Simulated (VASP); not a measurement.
# Nb in VASP: a series of runs

Nb is run at these levels: PBE; tasks: single point, relaxation of cell and atoms.

All numbers are computed with VASP 6.6.1; they aren't measurements. Logs are shortened: lines on timing, memory, paths and dates and some standing lists are left out, and cuts for length are marked.

## (1) The cell of the first run

It takes space group P4/mmm (No. 123, tetragonal). The conventional cell has a = 2.732 Å, b = 2.732 Å, c = 2.750 Å, α = 90.00°, β = 90.00°, γ = 90.00°. Within 3.6 Å of Nb (site symmetry 4/mmm) lie 6 Nb at 2.73 to 2.75 Å.

The cell was built from a structure type or drawn by symmetry, and may not be a known phase.

## (2) Single point, PBE

INCAR

```
SYSTEM = Nb
  ALGO = Normal
  EDIFF = 1E-6
  ENCUT = 520
  GGA = PE
  ISIF = 2
  ISMEAR = 0
  LASPH = .TRUE.
  LCHARG = .TRUE.
  LELF = .TRUE.
  LREAL = .FALSE.
  LVHAR = .TRUE.
  LWAVE = .FALSE.
  NBANDS = 12
  NELM = 80
  PREC = Accurate
  SIGMA = 0.1
```

KPOINTS

```
k-points
0
G
  6 6 6
  0 0 0
```

POSCAR

```
Nb
1.0
    2.7324736762      0.0000000000      0.0000000000
    0.0000000000      2.7324736762      0.0000000000
    0.0000000000      0.0000000000      2.7496737305
Nb
1
Direct
    0.5000000000      0.5000000000      0.5000000000
```

Potentials or basis: VASP PAW PBE potentials, release 64 (Nb_sv).

The run is started by

```console
> cat potpaw_PBE.64/Nb_sv/POTCAR > POTCAR
> mpirun -np 1 vasp_std > vasp.out
```

OUTCAR:

```text
SYSTEM = Nb
   EDIFF = 1E-6
   ENCUT = 520
   GGA = PE
   ISIF = 2
   ISMEAR = 0
   LASPH = .TRUE.
   LREAL = .FALSE.
   NELM = 80
   PREC = Accurate

 ion  position               nearest neighbor table
   1  0.500  0.500  0.500-

  LATTYP: Found a simple tetragonal cell.
 ALAT       =     2.7324736762
 C/A-ratio  =     1.0062946825

  Lattice vectors:

 A1 = (   2.7324736762,   0.0000000000,   0.0000000000)
 A2 = (   0.0000000000,   2.7324736762,   0.0000000000)
 A3 = (   0.0000000000,   0.0000000000,   2.7496737305)

Analysis of symmetry for initial positions (statically):
=====================================================================
 Subroutine PRICEL returns:
 Original cell was already a primitive cell.

 Routine SETGRP: Setting up the symmetry group for a
 simple tetragonal supercell.

 Subroutine GETGRP returns: Found 16 space group operations
 (whereof 16 operations were pure point group operations)
 out of a pool of 16 trial point group operations.

The static configuration has the point symmetry D_4h.

Analysis of symmetry for dynamics (positions and initial velocities):
=====================================================================
 Subroutine PRICEL returns:
 Original cell was already a primitive cell.

 Routine SETGRP: Setting up the symmetry group for a
 simple tetragonal supercell.

 Subroutine GETGRP returns: Found 16 space group operations
 (whereof 16 operations were pure point group operations)
 out of a pool of 16 trial point group operations.

The dynamic configuration has the point symmetry D_4h.

 Subroutine INISYM returns: Found 16 space group operations
 (whereof 16 operations are pure point group operations),
 and found     1 'primitive' translations

----------------------------------------------------------------------------------------

                                     Primitive cell

  volume of cell :      20.5302

  direct lattice vectors                    reciprocal lattice vectors
     2.732473676  0.000000000  0.000000000     0.365968759  0.000000000  0.000000000
     0.000000000  2.732473676  0.000000000     0.000000000  0.365968759  0.000000000
     0.000000000  0.000000000  2.749673731     0.000000000  0.000000000  0.363679512

  length of vectors
     2.732473676  2.732473676  2.749673731     0.365968759  0.365968759  0.363679512

  position of ions in fractional coordinates (direct lattice)
     0.500000000  0.500000000  0.500000000

  ion indices of the primitive-cell ions
   primitive index   ion index
                 1           1

----------------------------------------------------------------------------------------

 KPOINTS: k-points

Automatic generation of k-mesh.
 Grid dimensions read from file:
 generate k-points for:    6    6    6

 Generating k-lattice:

  Cartesian coordinates                     Fractional coordinates (reciprocal lattice)
     0.060994793  0.000000000  0.000000000     0.166666667  0.000000000  0.000000000
     0.000000000  0.060994793  0.000000000     0.000000000  0.166666667  0.000000000
     0.000000000  0.000000000  0.060613252     0.000000000  0.000000000  0.166666667

  Length of vectors
     0.060994793  0.060994793  0.060613252

  Shift w.r.t. Gamma in fractional coordinates (k-lattice)
     0.000000000  0.000000000  0.000000000

 Subroutine IBZKPT returns following result:
 ===========================================

 Found     40 irreducible k-points:

 Following reciprocal coordinates:
            Coordinates               Weight
  0.000000  0.000000  0.000000      1.000000
  0.166667  0.000000  0.000000      4.000000
  0.333333  0.000000  0.000000      4.000000
  0.500000  0.000000  0.000000      2.000000
  0.166667  0.166667  0.000000      4.000000
  0.333333  0.166667  0.000000      8.000000
[... 16 lines left out ...]
  0.333333  0.000000  0.333333      8.000000
  0.500000  0.000000  0.333333      4.000000
 [... further k-points ...]
   k-points           NKPTS =     40   k-points in BZ     NKDIM =     40   number of bands    NBANDS=     12
   number of dos      NEDOS =    301   number of ions     NIONS =      1
   total plane-waves  NPLWV =   8000
   dimension x,y,z NGX =    20 NGY =   20 NGZ =   20
   dimension x,y,z NGXF=    40 NGYF=   40 NGZF=   40
   ions per type =               1
   NGX,Y,Z   is equivalent  to a cutoff of  12.17, 12.17, 12.09 a.u.
   NGXF,Y,Z  is equivalent  to a cutoff of  24.34, 24.34, 24.18 a.u.
 SYSTEM =  Nb
   PREC   = accura    normal or accurate (medium, high low for compatibility)
   ISTART =      0    job   : 0-new  1-cont  2-samecut
   ICHARG =      2    charge: 1-file 2-atom 10-const
   ISPIN  =      1    spin polarized calculation?
   LNONCOLLINEAR =      F non collinear calculations
   LSORBIT =      F    spin-orbit coupling
   LASPH  =      T    aspherical Exc in radial PAW
   ENCUT  =  520.0 eV  38.22 Ry    6.18 a.u.   5.08  5.08  5.11*2*pi/ulx,y,z
   NELM   =     80;   NELMIN=  2; NELMDL= -5     # of ELM steps
   EDIFF  = 0.1E-05   stopping-criterion for ELM
   LREAL  =      F    real-space projection
   EDIFFG = 0.1E-04   stopping-criterion for IOM
   NSW    =      0    number of steps for IOM
   IBRION =     -1    ionic relax: 0-MD 1-quasi-New 2-CG
   NFREE  =      0    steps in history (QN), initial steepest desc. (CG)
   ISIF   =      2    stress and relaxation
   ISYM   =      2    0-nonsym 1-usesym 2-fastsym
   POTIM  = 0.5000    time-step for ionic-motion
   TEBEG  =    0.0;   TEEND  =   0.0 temperature during run
   PSTRESS=    0.0 pullay stress
   NELECT =      13.0000    total number of electrons
   NUPDOWN=      -1.0000    fix difference up-down
   EMIN   =  10.00;   EMAX   =-10.00  energy-range for DOS
   EFERMI =   0.00;   METHOD = LEGACY
   ISMEAR =     0;   SIGMA  =   0.10  broadening in eV -4-tet -1-fermi 0-gaus
   EFERMI_NEDOS =   21; number of points for ismear=-14 and -15
   IALGO  =     38    algorithm
   IMIX   =      4    mixing-type and parameters
     AMIX     =   0.40;   BMIX     =  1.00
     AMIX_MAG =   1.60;   BMIX_MAG =  1.00
  volume/ion in A,a.u.               =      20.53       138.54
  Fermi-wavevector in a.u.,A,eV,Ry     =   1.405804  2.656585 26.889004  1.976286
  Thomas-Fermi vector in A             =   2.528229
   LORBIT       =      0    0 simple, 1 ext, 2 COOP (PROOUT), +10 PAW based schemes
   GGA     = PE    functional components
   LHFCALC =     F    Hartree Fock is set to
   AEXX    =    0.0000 exact exchange contribution
   IVDW    =     0    specifies the selected vdW correction
   LEPSILON=     F    determine dielectric tensor
   LRPA    =     F    only Hartree local field effects (RPA)
 non-spin polarized calculation
 Gauss-broadening in eV      SIGMA  =   0.10
  energy-cutoff  :      520.00
  volume of cell :       20.53
 maximum number of plane-waves:       564
   NGX = 11   NGY = 11   NGZ = 11

 number of electron      12.9999998 magnetization

 Free energy of the ion-electron system (eV)
  ---------------------------------------------------
  ext. energy  EPLUGINS =         0.00000000
  ---------------------------------------------------
  free energy    TOTEN  =        -9.21161489 eV

  energy without entropy =       -9.20062152  energy(sigma->0) =       -9.20611821

 E-fermi :   9.4451     XC(G=0): -11.7094

 val. band max:        9.4428852009   @ k =   0.5000   0.3333   0.1667
 cond. band min:       9.4492997463   @ k =   0.0000   0.0000   0.3333
 fundamental gap:      0.0064145454
 Fermi energy:         9.4450623534

 k-point     1 :       0.0000    0.0000    0.0000
  band No.  band energies     occupation
      1     -45.1001      2.00000
      2     -20.4526      2.00000
      3     -20.4197      2.00000
      4     -20.4197      2.00000
      5       3.9801      2.00000
      6       6.8681      2.00000
      7       6.8837      2.00000
      8      14.5197      0.00000
      9      14.5197      0.00000
     10      14.5798      0.00000
     11      23.8243      0.00000
     12      24.0341      0.00000

 k-point     2 :       0.1667    0.0000    0.0000
  band No.  band energies     occupation
      1     -45.0567      2.00000
      2     -20.7860      2.00000
      3     -20.4208      2.00000
      4     -20.3881      2.00000
      5       4.6916      2.00000
      6       7.0799      2.00000
      7       7.7186      2.00000
      8      13.4893      0.00000
      9      13.5644      0.00000
     10      14.5994      0.00000
     11      21.3162      0.00000
     12      25.2742      0.00000

 k-point     3 :       0.3333    0.0000    0.0000
  band No.  band energies     occupation
      1     -44.9684      2.00000
      2     -21.4738      2.00000
      3     -20.3564      2.00000
      4     -20.3243      2.00000
      5       6.1361      2.00000
      6       7.5191      2.00000
      7       9.5330      0.21359
      8      11.9546      0.00000
      9      12.0441      0.00000
     10      14.7638      0.00000
     11      18.8446      0.00000
     12      24.0778      0.00000
[... 286 lines left out ...]
 k-point    23 :       0.3333    0.0000    0.3333
  band No.  band energies     occupation
      1     -44.8486      2.00000
      2     -21.3488      2.00000
      3     -21.3112      2.00000
      4     -20.2385      2.00000
      5       6.7446      2.00000
      6       7.9582      2.00000
      7      11.6156      0.00000
      8      12.3625      0.00000
      9      12.3886      0.00000
     10      12.6194      0.00000
     11      19.3769      0.00000
     12      22.7558      0.00000

 k-point    24 :       0.5000    0.0000    0.3333
  band No.  band energies     occupation
      1     -44.8049      2.00000
      2     -21.6561      2.00000
      3     -21.2704      2.00000
      4     -20.2076      2.00000
      5       6.3333      2.00000
      6       8.2056      2.00000
      7      11.8904      0.00000
      8      12.1250      0.00000
      9      12.6871      0.00000
     10      14.4348      0.00000
     11      18.1115      0.00000
     12      24.1839      0.00000

 [... further k-points ...]

------------------------ aborting loop because EDIFF is reached ----------------------------------------

  FORCE on cell =-STRESS in cart. coord.  units (eV):
  Direction    XX          YY          ZZ          XY          YZ          ZX
  --------------------------------------------------------------------------------------
  -------------------------------------------------------------------------------------
  Total        0.0015151      0.0015151     -0.0786836      0.0000000      0.0000000      0.0000000
  in kB        0.1182395      0.1182395     -6.1404692      0.0000000      0.0000000      0.0000000
  external PRESSURE =      -1.9679967 kB  Pullay stress =       0.0000000 kB

 VOLUME and BASIS-vectors are now :
 -----------------------------------------------------------------------------
  energy-cutoff  :      520.00
  volume of cell :       20.53
      direct lattice vectors                 reciprocal lattice vectors
     2.732473676  0.000000000  0.000000000     0.365968759  0.000000000  0.000000000
     0.000000000  2.732473676  0.000000000     0.000000000  0.365968759  0.000000000
     0.000000000  0.000000000  2.749673731     0.000000000  0.000000000  0.363679512

 POSITION                                       TOTAL-FORCE (eV/Angst)
 -----------------------------------------------------------------------------------
      1.36624      1.36624      1.37484         0.000000      0.000000      0.000000
 -----------------------------------------------------------------------------------
    total drift:                                0.000000      0.000000      0.000000

  FREE ENERGIE OF THE ION-ELECTRON SYSTEM (eV)
  ---------------------------------------------------
  free  energy   TOTEN  =        -9.2116148911 eV

  energy  without entropy=       -9.2006215250  energy(sigma->0) =       -9.20611821
```

It took 17 s on 1 thread of Intel Xeon 8259CL, shared host; peak memory 0.13 GiB.

Results:

| Item | Value |
| --- | --- |
| Free energy | -9.2116 eV |
| Pressure | -0.2 GPa |
| Band gap on the k mesh | zero (an odd number of electrons rules out a gap without spin polarisation) |

Stress tensor (GPa, compression positive):
```
 0.01  0.00  0.00
 0.00  0.01  0.00
 0.00  0.00 -0.61
```

Levels at points of the mesh, in eV from the Fermi level:
```
           k point  band 3  band 4  band 5  band 6  band 7  band 8  band 9  band 10  band 11  band 12
(0.00, 0.00, 0.00)  -29.86  -29.86   -5.46   -2.58   -2.56    5.07    5.07     5.13    14.38    14.59
(0.50, 0.00, 0.00)  -29.77  -29.74   -2.38   -1.68    0.59    1.89    1.98     5.40     9.59    13.42
(0.50, 0.50, 0.00)  -31.04  -29.65   -3.83   -0.85    2.56    2.56    5.76     5.76     7.26    13.83
(0.00, 0.00, 0.50)  -29.74  -29.74   -2.43   -1.73    0.53    2.02    2.02     5.44     9.40    13.50
(0.50, 0.00, 0.50)  -31.01  -29.62   -3.81   -0.93    2.62    2.68    5.69     5.71     7.17    13.83
(0.50, 0.50, 0.50)  -30.87  -30.83   -2.31   -2.24   -2.24    7.37    7.46     7.46    12.02    12.11
```

Caveat: the k points lie up to 0.38 Å⁻¹ apart, too coarse for converged energies and pressures of a metal.

## (3) Single point, PBE

This run uses another cell than the first one, of 20.12 Å³/atom.

INCAR

```
PREC     = Accurate       # precision mode
ENCUT    = 520            # plane-wave cutoff, eV
EDIFF    = 1E-7           # SCF threshold, eV
ISMEAR   = 0              # smearing method
SIGMA    = 0.1            # smearing width, eV
LREAL    = F              # projectors in reciprocal space
LASPH    = T              # aspherical terms in the spheres
NELM     = 80             # most SCF steps
ALGO     = Normal         # electronic algorithm
ISIF     = 2              # what is computed and relaxed
LWAVE    = F              # write WAVECAR
LCHARG   = F              # write CHGCAR
GGA      = PE             # functional
NBANDS   = 12             # bands
```

KPOINTS

```
regular mesh
0
Gamma
  20 20 20
```

POSCAR

```
Nb
1.0
    2.7196430202      0.0000000000      0.0000000000
    0.0000000000      2.7196430202      0.0000000000
    0.0000000000      0.0000000000      2.7196430202
Nb
1
Direct
    0.5000000000      0.5000000000      0.5000000000
```

Potentials or basis: VASP PAW PBE potentials, release 64 (Nb_sv).

The run is started by

```console
> cat potpaw_PBE.64/Nb_sv/POTCAR > POTCAR
> mpirun -np 1 vasp_std > vasp.out
```

OUTCAR:

```text
PREC = Accurate
   ENCUT = 520
   EDIFF = 1E-7
   ISMEAR = 0
   LREAL = F
   LASPH = T
   NELM = 80
   ISIF = 2
   GGA = PE

 ion  position               nearest neighbor table
   1  0.500  0.500  0.500-

  LATTYP: Found a simple cubic cell.
 ALAT       =     2.7196430202

  Lattice vectors:

 A1 = (   2.7196430202,   0.0000000000,   0.0000000000)
 A2 = (   0.0000000000,   2.7196430202,   0.0000000000)
 A3 = (   0.0000000000,   0.0000000000,   2.7196430202)

[... 537 lines left out ...]
     12      24.7947      0.00000

 [... further k-points ...]

------------------------ aborting loop because EDIFF is reached ----------------------------------------

  FORCE on cell =-STRESS in cart. coord.  units (eV):
  Direction    XX          YY          ZZ          XY          YZ          ZX
  --------------------------------------------------------------------------------------
  -------------------------------------------------------------------------------------
  Total       -0.0239653     -0.0239653     -0.0239653      0.0000000      0.0000000     -0.0000000
  in kB       -1.9087888     -1.9087888     -1.9087888      0.0000000      0.0000000     -0.0000000
  external PRESSURE =      -1.9087888 kB  Pullay stress =       0.0000000 kB

 VOLUME and BASIS-vectors are now :
 -----------------------------------------------------------------------------
  energy-cutoff  :      520.00
  volume of cell :       20.12
      direct lattice vectors                 reciprocal lattice vectors
     2.719643020  0.000000000  0.000000000     0.367695316  0.000000000  0.000000000
     0.000000000  2.719643020  0.000000000     0.000000000  0.367695316  0.000000000
     0.000000000  0.000000000  2.719643020     0.000000000  0.000000000  0.367695316

 POSITION                                       TOTAL-FORCE (eV/Angst)
 -----------------------------------------------------------------------------------
      1.35982      1.35982      1.35982         0.000000      0.000000      0.000000
 -----------------------------------------------------------------------------------
    total drift:                                0.000000      0.000000      0.000000

  FREE ENERGIE OF THE ION-ELECTRON SYSTEM (eV)
  ---------------------------------------------------
  free  energy   TOTEN  =        -9.2278373671 eV

  energy  without entropy=       -9.2194899944  energy(sigma->0) =       -9.22366368
```

It took 63 s on 1 thread of Intel Xeon 8259CL, shared host; peak memory 0.18 GiB.

What came out:

* Free energy: -9.2278 eV
* Pressure: -0.2 GPa
* Band gap on the k mesh: zero (an odd number of electrons rules out a gap without spin polarisation)

Levels at points of the mesh, in eV from the Fermi level:
```
           k point  band 5  band 6  band 7  band 8  band 9  band 10
(0.00, 0.00, 0.00)   -5.56   -2.73   -2.73    5.13    5.13     5.13
(0.50, 0.00, 0.00)   -2.48   -1.84    0.56    1.91    1.91     5.46
(0.50, 0.50, 0.00)   -4.00   -1.00    2.58    2.58    5.79     5.79
(0.50, 0.50, 0.50)   -2.42   -2.42   -2.42    7.42    7.51     7.51
```

(Part 1 of 2 ends here.)
